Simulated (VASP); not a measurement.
# MgO: single point with LDA

The system is MgO.

```
CELL_PARAMETERS angstrom
2.08062 -2.08062 0.00000
2.08062 0.00000 -2.08062
9.93906 9.93906 9.93906
ATOMIC_POSITIONS crystal
Mg 0.00000 0.00000 0.31401
Mg 0.33333 0.33333 0.17445
Mg 0.66667 0.66667 0.45356
Mg 0.00000 0.00000 0.73268
Mg 0.33333 0.33333 0.59312
Mg 0.66667 0.66667 0.03489
O 0.66667 0.66667 0.24423
O 0.00000 0.00000 0.10467
O 0.33333 0.33333 0.38379
O 0.66667 0.66667 0.66290
O 0.00000 0.00000 0.52334
O 0.33333 0.33333 0.80246
```

| Property | Result |
| --- | --- |
| Program | VASP 6.6.1 |
| Task | single point |
| Functional | LDA |
| Potentials or basis | VASP PAW LDA potentials, release 64 (Mg, O) |
| Cutoff | 520 eV |
| k mesh | 9 × 9 × 2 |
| Occupations | gaussian, width 0.05 eV |
| Spin | no spin polarisation |

```
Pressure               : -1.8 GPa
Largest force          : 1.333 eV/Å
Band gap on the k mesh : zero (band 24 reaches 3.89 eV, above the bottom of band 25 at 3.40 eV)
```

Forces on the atoms (eV/Å):
```
Mg   0.382  0.382  0.382
Mg   0.435  0.435  0.435
Mg   0.383  0.383  0.383
Mg   0.770  0.770  0.770
Mg   0.385  0.385  0.385
Mg  -0.311 -0.311 -0.311
O   -0.377 -0.377 -0.377
O   -0.092 -0.092 -0.092
O   -0.381 -0.381 -0.381
O   -0.450 -0.450 -0.450
O   -0.385 -0.385 -0.385
O   -0.358 -0.358 -0.358
```

Stress tensor (GPa, compression positive):
```
-1.84 -0.76 -0.76
-0.76 -1.84 -0.76
-0.76 -0.76 -1.84
```

Levels at points of the mesh, in eV from the Fermi level:
```csv
k point,band 20,band 21,band 22,band 23,band 24,band 25,band 26,band 27,band 28,band 29
"(0.00, 0.00, 0.00)",-1.80,-1.00,-1.00,-0.59,0.45,0.45,2.62,3.67,4.65,5.52
"(0.00, 0.00, 0.50)",-1.84,-1.00,-1.00,-0.54,0.45,0.45,2.57,3.76,4.60,5.48
```

Wall time 78 s on 1 thread of Intel(R) Xeon(R) 6975P-C (Granite Rapids), on a shared host, peak memory 0.25 GiB.

Caveat: forces of over 1 eV/Å act on the atoms, so gaps and moduli don't describe the material at rest.
